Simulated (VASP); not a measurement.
A run of VASP 6.6.1 is set up as follows.

INCAR

```
SYSTEM = TmH2W
ALGO = Normal
EDIFF = 1E-6
ENCUT = 500
GGA = PE
GGA_COMPAT = .FALSE.
ISIF = 2
ISMEAR = 0
LASPH = .TRUE.
LCHARG = .FALSE.
LMAXMIX = 6
LREAL = .FALSE.
LWAVE = .FALSE.
NBANDS = 20
NELM = 200
PREC = Accurate
SIGMA = 0.1
```

Contents of KPOINTS:

```
k-points
0
G
  6 6 4
  0 0 0
```

The input POSCAR:

```
TmH2W
1.0
    3.2272154274      0.0000000000      0.0000000000
   -1.6136077137      2.7948505436      0.0000000000
    0.0000000000      0.0000000000      5.9966423527
Tm H W
1 2 1
Direct
    0.0000000000      0.0000000000      0.5000000000
    0.3333333333      0.6666666667      0.0000000000
    0.6666666667      0.3333333333      0.0000000000
    0.0000000000      0.0000000000      0.0000000000
```

Potentials or basis: VASP PAW PBE potentials, release 64 (Tm_3, H, W_sv), 4f in core.

Run with:

```bash
$ cat potpaw_PBE.64/Tm_3/POTCAR potpaw_PBE.64/H/POTCAR potpaw_PBE.64/W_sv/POTCAR > POTCAR
$ mpirun -np 1 vasp_std > vasp.out
```

Problem. What does it give for the pressure?

Solution. 0.3 GPa.

Problem. Estimate the band gap on the k mesh.

Solution. Zero (an odd number of electrons rules out a gap without spin polarisation).

Stress tensor (GPa, compression positive):
```
0.45 0.00 0.00
0.00 0.45 0.00
0.00 0.00 0.00
```

Caveat: the k points lie up to 0.37 Å⁻¹ apart, too coarse for converged energies and pressures of a metal; spin-orbit coupling is left out, which moves the levels of the heavy elements; the 4f electrons are frozen in the core, so they carry no moment and show no levels. Spin polarisation is off, so any magnetic state and its effect on volume and gap are missing.
